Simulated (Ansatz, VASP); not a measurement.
Rh: VASP beside Ansatz

```
CELL_PARAMETERS angstrom
0.00000 1.93007 1.90155
1.90155 0.00000 1.90155
1.90155 1.93007 0.00000
ATOMIC_POSITIONS crystal
Rh 0.00000 0.00000 0.00000
```

Change from the starting cell: strain +0.0150 x Voigt [0, 1, 0, 0, 0, 0], atoms carried along.

Alike in both runs: task single point; functional PBEsol; k mesh 22 × 22 × 22; occupations gaussian, width 0.15 eV; no spin polarisation.

|  | VASP | Ansatz |
| --- | --- | --- |
| version | VASP 6.6.1 | Ansatz 0.2.0 |
| potentials or method | VASP PAW PBE potentials, release 64 (Rh_pv), cutoff 520 eV | scalar-relativistic, plane waves, PAW |
| valence electrons in the cell | 15 | 17 |

Ansatz gave:

* gap on the k mesh at the Fermi level (eV): none
* pressure (GPa): -8.9
* traceless stress, the component that is largest in VASP (GPa): -2.38

Problem. What did VASP give for the same quantities?

Solution. gap on the k mesh at the Fermi level (eV): none; pressure (GPa): -9.0; traceless stress, the component that is largest in VASP (GPa): -2.37.

VASP's potentials were made for PBE, not for PBEsol. A gap of «none» marks a metal or a gap that the smearing closes. VASP's potentials hold 15 valence electrons a cell and Ansatz's 17, so a difference there can come from the potentials and not from the codes.
